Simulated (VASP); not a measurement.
TiC, 16 atoms in the cell. Symmetry: P-6m2, No. 187, hexagonal system. The conventional cell has a = 3.133 Å, b = 3.133 Å, c = 19.161 Å, α = 90.00°, β = 90.00°, γ = 120.00°. Ti (site symmetry -6m2) has 6 C at 2.18 Å within 2.9 Å. Within 3.2 Å of Ti (site symmetry 3m) lie 6 C at 2.17 to 2.19 Å and 12 Ti at 3.02 to 3.13 Å. Within 3.2 Å of Ti (site symmetry 3m) lie 6 C at 2.16 to 2.18 Å and 12 Ti at 2.99 to 3.13 Å. Within 2.8 Å of Ti (site symmetry 3m) lie 6 C at 2.15 to 2.17 Å. Ti (site symmetry -6m2) has 6 C at 2.15 Å within 2.8 Å. Within 2.9 Å of C (site symmetry 3m) lie 6 Ti at 2.17 to 2.18 Å and 1 C at 2.43 Å. C (site symmetry 3m) has 6 Ti at 2.16 to 2.19 Å and 1 C at 2.41 Å within 2.9 Å. C (site symmetry 3m) has 6 Ti at 2.15 to 2.18 Å and 2 C at 2.36 to 2.41 Å within 2.8 Å. 

```yaml
Program: VASP 6.6.1
Task: single point
Functional: PBE
Potentials_or_basis: VASP PAW PBE potentials, release 64 (Ti_sv, C)
Cutoff: 520 eV
k_mesh: 12 × 12 × 3
Occupations: gaussian, width 0.1 eV
Spin: no spin polarisation
Dipole_correction: no
Further_INCAR_settings: LREAL = Auto; ALGO = Normal; EDIFF = 1e-06; NBANDS = 78
```

Potentials or basis: VASP PAW PBE potentials, release 64 (Ti_sv, C).

The run is started by

```sh
$ cat potpaw_PBE.64/Ti_sv/POTCAR potpaw_PBE.64/C/POTCAR > POTCAR
$ mpirun -np 1 vasp_std > vasp.out
```

Hardware: 1 thread of Intel(R) Xeon(R) Platinum 8488C (Sapphire Rapids), on a shared host.

Question: Estimate the wall time of this run.

Answer: Run time: 19 min on 1 thread of Intel(R) Xeon(R) Platinum 8488C (Sapphire Rapids), on a shared host, peak memory 0.44 GiB. Counts: scf iterations 20, k points 38.
